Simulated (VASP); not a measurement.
## V: single point with PBEsol

Crystal: V.

```xyz
2
Lattice="2.2180 0.0000 0.0000 -1.1090 1.9209 0.0000 0.0000 0.0000 4.0626" Properties=species:S:1:pos:R:3 pbc="T T T"
V     0.0000    1.2806    1.0156
V     1.1090    0.6403    3.0469
```

```json
{
 "Program": "VASP 6.6.1",
 "Task": "single point",
 "Functional": "PBEsol",
 "Potentials or basis": "VASP PAW PBE potentials, release 64 (V_sv)",
 "Cutoff": "520 eV",
 "k mesh": "16 × 16 × 9",
 "Occupations": "fermi-dirac, width 0.05 eV",
 "Spin": "no spin polarisation",
 "Dipole correction": "no",
 "Further INCAR settings": "ALGO = Normal; EDIFF = 1e-06; NBANDS = 20"
}
```

```
Pressure               : 176.8 GPa
Band gap on the k mesh : zero (band 13 reaches 18.99 eV, above the bottom of band 14 at 15.74 eV)
```

Stress tensor (GPa, compression positive):
```
177.48   0.00   0.00
  0.00 177.48   0.00
  0.00   0.00 175.56
```

Levels at points of the mesh, in eV from the Fermi level:
| k point | band 9 | band 10 | band 11 | band 12 | band 13 | band 14 | band 15 | band 16 | band 17 | band 18 |
| --- | --- | --- | --- | --- | --- | --- | --- | --- | --- | --- |
| (0.00, 0.00, 0.00) | -7.33 | -4.75 | -1.67 | 0.04 | 0.04 | 0.64 | 0.64 | 1.50 | 2.91 | 2.91 |
| (0.50, 0.00, 0.00) | -5.54 | -5.39 | -4.40 | -1.03 | 0.48 | 0.52 | 0.99 | 5.04 | 6.21 | 6.42 |

It took 21 s on 1 thread of Intel(R) Xeon(R) Platinum 8488C (Sapphire Rapids), with other jobs on the host, peak memory 0.15 GiB.

Caveat: the PAW data sets were made with another functional, which shifts forces and pressure a little.
